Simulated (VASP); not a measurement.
**BeCd3S4: single point with PBE**

Crystal: BeCd3S4.

```
Be Cd S
1.0
     3.74468    0.00000    0.00000
     0.00000    3.71790    0.00000
     0.00000    0.00000   13.13789
Be Cd S
1 3 4
Direct
  0.00000 0.00000 0.18552
  0.00000 0.50000 0.65923
  0.50000 0.50000 0.33694
  0.50000 0.00000 0.83914
  0.00000 0.00000 0.34448
  0.00000 0.50000 0.86184
  0.50000 0.50000 0.14374
  0.50000 0.00000 0.62911
```

The cell was built from a structure type or drawn by symmetry, and may not be a known phase.

```
Program             : VASP 6.6.1
Task                : single point
Functional          : PBE
Potentials or basis : VASP PAW PBE potentials, release 64 (Be, Cd, S)
Cutoff              : 600 eV
k mesh              : 3 × 3 × 2
Occupations         : gaussian, width 0.15 eV
Spin                : no spin polarisation
```

| Property | Result |
| --- | --- |
| Pressure | 0.2 GPa |
| Largest force | 0.040 eV/Å |
| Band gap on the k mesh | 0.81 eV (least direct gap 1.26 eV) |

Forces on the atoms (eV/Å):
```
Be   0.000  0.000  0.028
Cd   0.000  0.000  0.006
Cd   0.000  0.000  0.008
Cd   0.000  0.000 -0.003
S    0.000  0.000 -0.005
S    0.000  0.000  0.039
S    0.000  0.000 -0.032
S    0.000  0.000 -0.040
```

Stress tensor (GPa, compression positive):
```
0.22 0.00 0.00
0.00 0.35 0.00
0.00 0.00 0.08
```

Levels at points of the mesh, in eV from the valence-band top:
| k point | band 27 | band 28 | band 29 | band 30 | band 31 | band 32 | band 33 | band 34 | band 35 | band 36 |
| --- | --- | --- | --- | --- | --- | --- | --- | --- | --- | --- |
| (0.00, 0.00, 0.00) | -1.14 | -1.07 | -0.99 | -0.51 | -0.45 | 0.81 | 1.32 | 1.89 | 2.01 | 4.82 |
| (0.00, 0.00, 0.50) | -1.20 | -1.13 | -1.07 | -0.51 | -0.45 | 1.12 | 1.32 | 1.54 | 2.00 | 5.43 |

Run time: 77 s on 1 thread of Intel(R) Xeon(R) Platinum 8488C (Sapphire Rapids) (shared host), peak memory 0.32 GiB.

Caveat: the k points lie up to 0.56 Å⁻¹ apart; an odd mesh through Γ misses points on the zone boundary, where band edges can lie.
